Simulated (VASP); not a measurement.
Here is a VASP 6.6.1 calculation.

File INCAR:

```
PREC = Accurate
ENCUT = 600
EDIFF = 1E-7
ISMEAR = 0
SIGMA = 0.02
LREAL = False
LASPH = True
NELM = 120
ALGO = Normal
ISIF = 4
LWAVE = False
LCHARG = False
GGA = PS
IBRION = 2
NSW = 50
EDIFFG = -0.01
GGA_COMPAT = False
NELMIN = 4
```

The input KPOINTS:

```
Automatic mesh
0
Gamma
  6 6 8
```

POSCAR

```
MgF2
1.0
    4.4873723615      0.0000000000      0.0000000000
    0.0000000000      4.4873723615      0.0000000000
    0.0000000000      0.0000000000      2.9778219454
Mg F
2 4
Direct
    0.0000000000      0.0000000000      0.0000000000
    0.5000000000      0.5000000000      0.5000000000
    0.3024383948      0.3024383948      0.0000000000
    0.1975616052      0.8024383948      0.5000000000
    0.6975616052      0.6975616052      0.0000000000
    0.8024383948      0.1975616052      0.5000000000
```

Potentials or basis: VASP PAW PBE potentials, release 64 (Mg, F).

Command:

```sh
$ cat potpaw_PBE.64/Mg/POTCAR potpaw_PBE.64/F/POTCAR > POTCAR
$ mpirun -np 1 vasp_std > vasp.out
```

Problem. What does it give for the band gap on the k mesh?

Solution. 7.51 eV.

The path:
```
step  energy change (eV)  largest force (eV/Å)  pressure (GPa)  volume (Å³)
   1              0.0000                0.0450           10.50        59.96
   2             -0.0003                0.0041           10.44        59.96
```

Caveat: the PAW data sets were made with another functional, which shifts forces and pressure a little. A k mesh can miss the band edges.
